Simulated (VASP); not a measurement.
# ZnS (k3) (P6_3/mmc) in VASP: further runs

The runs below take ZnS (k3) through single point, relaxation of cell and atoms, with PBEsol.

All numbers are computed with VASP 6.6.1; they aren't measurements. Logs are shortened: lines on timing, memory, paths and dates and some standing lists are left out, and cuts for length are marked.

## (1) The cell of the first run

Symmetry: P6_3/mmc, No. 194, hexagonal system. The conventional cell has a = 3.986 Å, b = 3.986 Å, c = 5.544 Å, α = 90.00°, β = 90.00°, γ = 120.00°. Zn (site symmetry -6m2) has 5 S at 2.30 to 2.77 Å within 3.0 Å. Within 3.0 Å of S (site symmetry -6m2) lie 5 Zn at 2.30 to 2.77 Å.

## (2) Single point, PBEsol

Input file INCAR:

```
SYSTEM = ZnS
PREC = Accurate
ENCUT = 500
EDIFF = 1E-6
ISMEAR = 0
SIGMA = 0.02
LREAL = .FALSE.
LASPH = .TRUE.
NELM = 120
ALGO = Normal
ISIF = 2
LWAVE = .FALSE.
LCHARG = .FALSE.
GGA = PS
NBANDS = 26
GGA_COMPAT = .FALSE.
```

Input file KPOINTS:

```
regular mesh
0
G
  3 3 2
  0 0 0
```

Input file POSCAR:

```
ZnS
1.0
    3.9859456791      0.0000000000      0.0000000000
   -1.9929728395      3.4519302162      0.0000000000
    0.0000000000      0.0000000000      5.5438792942
Zn S
2 2
Direct
    0.3333333333      0.6666666667      0.0000000000
    0.6666666667      0.3333333333      0.5000000000
    0.3333333333      0.6666666667      0.5000000000
    0.6666666667      0.3333333333      1.0000000000
```

Potentials or basis: VASP PAW PBE potentials, release 64 (Zn, S).

Launch:

```console
> cat potpaw_PBE.64/Zn/POTCAR potpaw_PBE.64/S/POTCAR > POTCAR
> mpirun -np 1 vasp_std > vasp.out
```

OUTCAR:

```text
SYSTEM = ZnS
   PREC = Accurate
   ENCUT = 500
   EDIFF = 1E-6
   ISMEAR = 0
   LREAL = .FALSE.
   LASPH = .TRUE.
   NELM = 120
   ISIF = 2
   GGA = PS

 ion  position               nearest neighbor table
   1  0.333  0.667  0.000-   4 2.30   4 2.30   4 2.30   3 2.77   3 2.77
   2  0.667  0.333  0.500-   3 2.30   3 2.30   3 2.30   4 2.77   4 2.77
   3  0.333  0.667  0.500-   2 2.30   2 2.30   2 2.30   1 2.77   1 2.77
   4  0.667  0.333  0.000-   1 2.30   1 2.30   1 2.30   2 2.77   2 2.77

  LATTYP: Found a hexagonal cell.
 ALAT       =     3.9859456791
 C/A-ratio  =     1.3908567102

  Lattice vectors:

 A1 = (   3.9859456791,   0.0000000000,   0.0000000000)
 A2 = (  -1.9929728395,   3.4519302162,   0.0000000000)
 A3 = (   0.0000000000,   0.0000000000,   5.5438792942)

Analysis of symmetry for initial positions (statically):
=====================================================================
 Subroutine PRICEL returns:
 Original cell was already a primitive cell.

 Routine SETGRP: Setting up the symmetry group for a
 hexagonal supercell.

 Subroutine GETGRP returns: Found 24 space group operations
 (whereof 12 operations were pure point group operations)
 out of a pool of 24 trial point group operations.

The static configuration has the point symmetry D_3h.
 The point group associated with its full space group is D_6h.

Analysis of symmetry for dynamics (positions and initial velocities):
=====================================================================
 Subroutine PRICEL returns:
 Original cell was already a primitive cell.

 Routine SETGRP: Setting up the symmetry group for a
 hexagonal supercell.

 Subroutine GETGRP returns: Found 24 space group operations
 (whereof 12 operations were pure point group operations)
 out of a pool of 24 trial point group operations.

The dynamic configuration has the point symmetry D_3h.
 The point group associated with its full space group is D_6h.

 Subroutine INISYM returns: Found 24 space group operations
 (whereof 12 operations are pure point group operations),
 and found     1 'primitive' translations

----------------------------------------------------------------------------------------

                                     Primitive cell

  volume of cell :      76.2794

  direct lattice vectors                    reciprocal lattice vectors
     3.985945679  0.000000000  0.000000000     0.250881492  0.144846497  0.000000000
    -1.992972839  3.451930216  0.000000000     0.000000000  0.289692994  0.000000000
     0.000000000  0.000000000  5.543879294     0.000000000  0.000000000  0.180379108

  length of vectors
     3.985945679  3.985945679  5.543879294     0.289692994  0.289692994  0.180379108

  position of ions in fractional coordinates (direct lattice)
     0.333333333  0.666666667  0.000000000
     0.666666667  0.333333333  0.500000000
     0.333333333  0.666666667  0.500000000
     0.666666667  0.333333333  0.000000000

  ion indices of the primitive-cell ions
   primitive index   ion index
                 1           1
                 2           2
                 3           3
                 4           4

----------------------------------------------------------------------------------------

 KPOINTS: regular mesh

Automatic generation of k-mesh.
 Grid dimensions read from file:
 generate k-points for:    3    3    2

 Generating k-lattice:

  Cartesian coordinates                     Fractional coordinates (reciprocal lattice)
     0.083627164  0.048282166  0.000000000     0.333333333  0.000000000  0.000000000
     0.000000000  0.096564331  0.000000000     0.000000000  0.333333333  0.000000000
     0.000000000  0.000000000  0.090189554     0.000000000  0.000000000  0.500000000

  Length of vectors
     0.096564331  0.096564331  0.090189554

  Shift w.r.t. Gamma in fractional coordinates (k-lattice)
     0.000000000  0.000000000  0.000000000

 Subroutine IBZKPT returns following result:
 ===========================================

 Found      6 irreducible k-points:

 Following reciprocal coordinates:
            Coordinates               Weight
  0.000000  0.000000  0.000000      1.000000
  0.333333  0.000000  0.000000      6.000000
  0.333333  0.333333  0.000000      2.000000
  0.000000  0.000000  0.500000      1.000000
  0.333333  0.000000  0.500000      6.000000
  0.333333  0.333333  0.500000      2.000000
   k-points           NKPTS =      6   k-points in BZ     NKDIM =      6   number of bands    NBANDS=     26
   number of dos      NEDOS =    301   number of ions     NIONS =      4
   total plane-waves  NPLWV =  36000
   dimension x,y,z NGX =    30 NGY =   30 NGZ =   40
   dimension x,y,z NGXF=    60 NGYF=   60 NGZF=   80
   ions per type =               2   2
   NGX,Y,Z   is equivalent  to a cutoff of  12.51, 12.51, 11.99 a.u.
   NGXF,Y,Z  is equivalent  to a cutoff of  25.02, 25.02, 23.99 a.u.
 SYSTEM =  ZnS
   PREC   = accura    normal or accurate (medium, high low for compatibility)
   ISTART =      0    job   : 0-new  1-cont  2-samecut
   ICHARG =      2    charge: 1-file 2-atom 10-const
   ISPIN  =      1    spin polarized calculation?
   LNONCOLLINEAR =      F non collinear calculations
   LSORBIT =      F    spin-orbit coupling
   LASPH  =      T    aspherical Exc in radial PAW
   ENCUT  =  500.0 eV  36.75 Ry    6.06 a.u.   7.27  7.27 10.11*2*pi/ulx,y,z
   NELM   =    120;   NELMIN=  2; NELMDL= -5     # of ELM steps
   EDIFF  = 0.1E-05   stopping-criterion for ELM
   LREAL  =      F    real-space projection
[... 7 lines left out ...]
   TEBEG  =    0.0;   TEEND  =   0.0 temperature during run
   PSTRESS=    0.0 pullay stress
   NELECT =      36.0000    total number of electrons
   NUPDOWN=      -1.0000    fix difference up-down
   EMIN   =  10.00;   EMAX   =-10.00  energy-range for DOS
   EFERMI =   0.00;   METHOD = LEGACY
   ISMEAR =     0;   SIGMA  =   0.02  broadening in eV -4-tet -1-fermi 0-gaus
   EFERMI_NEDOS =   21; number of points for ismear=-14 and -15
   IALGO  =     38    algorithm
   IMIX   =      4    mixing-type and parameters
     AMIX     =   0.40;   BMIX     =  1.00
     AMIX_MAG =   1.60;   BMIX_MAG =  1.00
  volume/ion in A,a.u.               =      19.07       128.69
  Fermi-wavevector in a.u.,A,eV,Ry     =   1.274598  2.408641 22.104031  1.624600
  Thomas-Fermi vector in A             =   2.407357
   LORBIT       =      0    0 simple, 1 ext, 2 COOP (PROOUT), +10 PAW based schemes
   GGA     = PS    functional components
   LHFCALC =     F    Hartree Fock is set to
   AEXX    =    0.0000 exact exchange contribution
   IVDW    =     0    specifies the selected vdW correction
   LEPSILON=     F    determine dielectric tensor
   LRPA    =     F    only Hartree local field effects (RPA)
 non-spin polarized calculation
 Gauss-broadening in eV      SIGMA  =   0.02
  energy-cutoff  :      500.00
  volume of cell :       76.28
 maximum number of plane-waves:      1950
 NGX is ok and might be reduce to    30
   NGX = 15   NGY = 15   NGZ = 21

 number of electron      35.9999962 magnetization

 Free energy of the ion-electron system (eV)
  ---------------------------------------------------
  ext. energy  EPLUGINS =         0.00000000
  ---------------------------------------------------
  free energy    TOTEN  =       -14.25012775 eV

  energy without entropy =      -14.25012775  energy(sigma->0) =      -14.25012775

 E-fermi :   2.6514     XC(G=0): -10.0103

 val. band max:        2.5548111768   @ k =   0.0000   0.0000   0.0000
 cond. band min:       3.4254502927   @ k =   0.0000   0.0000   0.0000
 fundamental gap:      0.8706391159
 Fermi energy:         2.6513974393

 k-point     1 :       0.0000    0.0000    0.0000
  band No.  band energies     occupation
      1     -10.9209      2.00000
      2      -9.5526      2.00000
      3      -4.2527      2.00000
      4      -4.2527      2.00000
      5      -4.2084      2.00000
      6      -4.2084      2.00000
[... 18 lines left out ...]
     25      11.8800      0.00000
     26      11.9827      0.00000

 k-point     2 :       0.3333    0.0000    0.0000
  band No.  band energies     occupation
      1     -10.2880      2.00000
      2      -9.4099      2.00000
      3      -4.1793      2.00000
      4      -4.0934      2.00000
      5      -4.0411      2.00000
      6      -3.9743      2.00000
[... 18 lines left out ...]
     25      10.9908      0.00000
     26      11.1816      0.00000

 k-point     3 :       0.3333    0.3333    0.0000
  band No.  band energies     occupation
      1      -9.6386      2.00000
      2      -9.6386      2.00000
      3      -3.9793      2.00000
      4      -3.9793      2.00000
      5      -3.8950      2.00000
      6      -3.8354      2.00000
[... 18 lines left out ...]
     25      11.4919      0.00000
     26      11.4919      0.00000

 k-point     4 :       0.0000    0.0000    0.5000
  band No.  band energies     occupation
      1     -10.2925      2.00000
      2     -10.2925      2.00000
      3      -4.2511      2.00000
      4      -4.2511      2.00000
      5      -4.2511      2.00000
      6      -4.2511      2.00000
[... 18 lines left out ...]
     25       9.4076      0.00000
     26       9.4076      0.00000

 k-point     5 :       0.3333    0.0000    0.5000
  band No.  band energies     occupation
      1      -9.8347      2.00000
      2      -9.8347      2.00000
      3      -4.2008      2.00000
      4      -4.2008      2.00000
      5      -4.0317      2.00000
      6      -4.0317      2.00000
[... 18 lines left out ...]
     25      10.9480      0.00000
     26      10.9480      0.00000

 k-point     6 :       0.3333    0.3333    0.5000
  band No.  band energies     occupation
      1      -9.5729      2.00000
      2      -9.5729      2.00000
      3      -4.0571      2.00000
      4      -4.0571      2.00000
      5      -3.9880      2.00000
      6      -3.9880      2.00000
[... 18 lines left out ...]
     25      10.8900      0.00000
     26      10.8900      0.00000

------------------------ aborting loop because EDIFF is reached ----------------------------------------

  FORCE on cell =-STRESS in cart. coord.  units (eV):
  Direction    XX          YY          ZZ          XY          YZ          ZX
  --------------------------------------------------------------------------------------
  -------------------------------------------------------------------------------------
  Total        0.1158351      0.1158351      0.0497500      0.0000000     -0.0000000     -0.0000000
  in kB        2.4330082      2.4330082      1.0449533      0.0000000     -0.0000000     -0.0000000
  external PRESSURE =       1.9703232 kB  Pullay stress =       0.0000000 kB

 VOLUME and BASIS-vectors are now :
 -----------------------------------------------------------------------------
  energy-cutoff  :      500.00
  volume of cell :       76.28
      direct lattice vectors                 reciprocal lattice vectors
     3.985945679  0.000000000  0.000000000     0.250881492  0.144846497  0.000000000
    -1.992972839  3.451930216  0.000000000     0.000000000  0.289692994  0.000000000
     0.000000000  0.000000000  5.543879294     0.000000000  0.000000000  0.180379108

 POSITION                                       TOTAL-FORCE (eV/Angst)
 -----------------------------------------------------------------------------------
     -0.00000      2.30129      0.00000        -0.000000      0.000000      0.000000
      1.99297      1.15064      2.77194         0.000000     -0.000000      0.000000
     -0.00000      2.30129      2.77194        -0.000000      0.000000      0.000000
      1.99297      1.15064      0.00000         0.000000     -0.000000      0.000000
 -----------------------------------------------------------------------------------
    total drift:                               -0.000000      0.000000     -0.000000

  FREE ENERGIE OF THE ION-ELECTRON SYSTEM (eV)
  ---------------------------------------------------
  free  energy   TOTEN  =       -14.2501277475 eV

  energy  without entropy=      -14.2501277475  energy(sigma->0) =      -14.25012775
```

Wall time 9.7 s (1 thread of Intel Xeon 6975P-C (Granite Rapids), shared host); peak memory 0.17 GiB.

Results:

```
Free energy            : -14.2501 eV
Pressure               : 0.2 GPa
Band gap on the k mesh : 0.87 eV, direct
```

Caveat: the k points lie up to 0.61 Å⁻¹ apart; the PAW data sets were made with another functional, which shifts forces and pressure a little. Expect the measured gap to be larger: semilocal functionals such as PBEsol lack the derivative discontinuity.

## (3) Relaxation of cell and atoms, PBEsol

This run uses another cell than the first one, of 19.81 Å³/atom, 1.039 times its volume.

Input file INCAR:

```
PREC = Accurate ; ENCUT = 500
EDIFF = 1E-7 ; ISMEAR = 0
SIGMA = 0.02 ; LREAL = F
LASPH = T ; NELM = 120
ALGO = Normal ; ISIF = 3
LWAVE = F ; LCHARG = F
GGA = PS ; IBRION = 2
NSW = 100 ; EDIFFG = -0.002
GGA_COMPAT = F ; NELMIN = 4
```

Input file KPOINTS:

```
Automatic mesh
0
Gamma
  3 3 2
```

Input file POSCAR:

```
ZnS
1.0
    3.8230000000      0.0000000000      0.0000000000
   -1.9115000000      3.3108151187      0.0000000000
    0.0000000000      0.0000000000      6.2610000000
Zn S
2 2
Direct
    0.3333333333      0.6666666667      0.0000000000
    0.6666666667      0.3333333333      0.5000000000
    0.3333333333      0.6666666667      0.5000000000
    0.6666666667      0.3333333333      1.0000000000
```

Potentials or basis: VASP PAW PBE potentials, release 64 (Zn, S).

Launch:

```console
> cat potpaw_PBE.64/Zn/POTCAR potpaw_PBE.64/S/POTCAR > POTCAR
> mpirun -np 1 vasp_std > vasp.out
```

Wall time 56 s (1 thread of Intel Xeon 6975P-C (Granite Rapids), shared host); peak memory 0.18 GiB.

Results (log left out):

```yaml
Free_energy: -14.2500 eV
Relaxed_volume: 19.11 Å³/atom
Relaxed_cell: a = 3.989 Å, b = 3.989 Å, c = 5.546 Å, α = 90.00°, β = 90.00°, γ = 120.00°
Space_group_after_relaxing_to_0.05_Å: P6_3/mmc (No. 194)
Energy_gained_by_relaxing: 43.5 meV/atom
Ionic_steps: 11
Pressure_after_relaxing: 0.0 GPa
Band_gap_on_the_k_mesh: 0.86 eV, direct
```

Step by step:
| step | energy change (eV) | largest force (eV/Å) | pressure (GPa) | volume (Å³) |
| --- | --- | --- | --- | --- |
| 1 | 0.0000 | 0.0000 | 3.82 | 79.25 |
| 2 | -0.0591 | 0.0000 | -3.33 | 84.73 |
| 3 | -0.0798 | 0.0000 | -1.15 | 82.77 |
| 4 | -0.1026 | 0.0000 | -1.04 | 81.63 |
| 5 | -0.1563 | 0.0000 | -0.09 | 78.17 |
| 6 | -0.0751 | 0.0000 | 5.57 | 71.00 |
| 7 | -0.1673 | 0.0000 | 0.60 | 76.69 |
| 8 | -0.1689 | 0.0000 | 1.09 | 75.80 |
| 9 | -0.1683 | 0.0000 | -0.97 | 76.95 |
| 10 | -0.1739 | 0.0000 | 0.06 | 76.35 |
| 11 | -0.1739 | 0.0000 | 0.00 | 76.44 |

Final structure:
```
CELL_PARAMETERS angstrom
3.98932 0.00000 0.00000
-1.99466 3.45485 0.00000
0.00000 0.00000 5.54615
ATOMIC_POSITIONS crystal
Zn 0.33333 0.66667 0.00000
Zn 0.66667 0.33333 0.50000
S 0.33333 0.66667 0.50000
S 0.66667 0.33333 0.00000
```

Levels at points of the mesh, in eV from the valence-band top:
| k point | band 15 | band 16 | band 17 | band 18 | band 19 | band 20 | band 21 | band 22 |
| --- | --- | --- | --- | --- | --- | --- | --- | --- |
| (0.00, 0.00, 0.00) | -1.52 | -0.45 | -0.45 | 0.00 | 0.86 | 1.88 | 5.31 | 5.31 |
| (0.00, 0.00, 0.50) | -0.98 | -0.98 | -0.98 | -0.98 | 2.66 | 2.66 | 5.63 | 5.63 |

Caveat: the k points lie up to 0.61 Å⁻¹ apart in the final cell; the PAW data sets were made with another functional, which shifts forces and pressure a little.
